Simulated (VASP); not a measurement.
Input of a VASP 6.6.1 run:

File INCAR:

```
PREC     = Accurate       # precision mode
ENCUT    = 600            # plane-wave cutoff, eV
EDIFF    = 1E-6           # SCF threshold, eV
ISMEAR   = 1              # smearing method
SIGMA    = 0.0364         # smearing width, eV
LREAL    = False          # projectors in reciprocal space
LASPH    = True           # aspherical terms in the spheres
NELM     = 150            # most SCF steps
ALGO     = Normal         # electronic algorithm
ISIF     = 3              # what is computed and relaxed
LWAVE    = False          # write WAVECAR
LCHARG   = False          # write CHGCAR
ISPIN    = 2              # spin polarisation
MAGMOM   = 1 1 0 0 0      # initial moments
LORBIT   = 11             # projections on sites
LMAXMIX  = 4              # l up to which the mixer works
LDAU     = True           # DFT+U
LDAUTYPE = 1            
LDAUL    = 2 -1 -1        # shell
LDAUU    = 2.5 0 0        # U, eV
LDAUJ    = 0.88 0 0     
LDAUPRINT= 1            
IBRION   = 2              # ionic algorithm
NSW      = 100            # ionic steps
EDIFFG   = -0.01          # ionic threshold
PSTRESS  = 200.0
```

Contents of KPOINTS:

```
Automatic mesh
0
Gamma
  6 6 5
```

Contents of POSCAR:

```
SrCu2H2
1.0
    2.1138013300      3.6612079000      0.0000000000
   -2.1138013300      3.6612079000      0.0000000000
    0.0000000000      0.0000000000      4.5218758600
Cu H Sr
2 2 1
Direct
    0.3333000000      0.3334000000      0.4656000000
    0.6667000000      0.6666000000      0.5344000000
    0.3333000000      0.3334000000      0.1067000000
    0.6667000000      0.6666000000      0.8933000000
    0.0000000000      0.0000000000      0.0000000000
```

Potentials or basis: VASP PAW LDA potentials, release 64 (Cu, H, Sr_sv).

Run with:

```sh
$ cat potpaw_LDA.64/Cu/POTCAR potpaw_LDA.64/H/POTCAR potpaw_LDA.64/Sr_sv/POTCAR > POTCAR
$ mpirun -np 1 vasp_std > vasp.out
```

Q: Predict the space group after relaxing (to 0.05 Å).

A: P6/mmm (No. 191).

Q: Predict the relaxed cell.

A: a = 4.121 Å, b = 4.120 Å, c = 3.452 Å, α = 89.99°, β = 90.00°, γ = 60.00°.

Stress tensor (GPa, compression positive):
```
19.89  0.00  0.01
 0.00 19.89  0.00
 0.01  0.00 20.07
```

Caveat: the cell is relaxed towards a set pressure, so the enthalpy falls and the energy may rise; the U is typed as a test and isn't derived for this compound. The state reached can hang on the start; a lower one may exist.
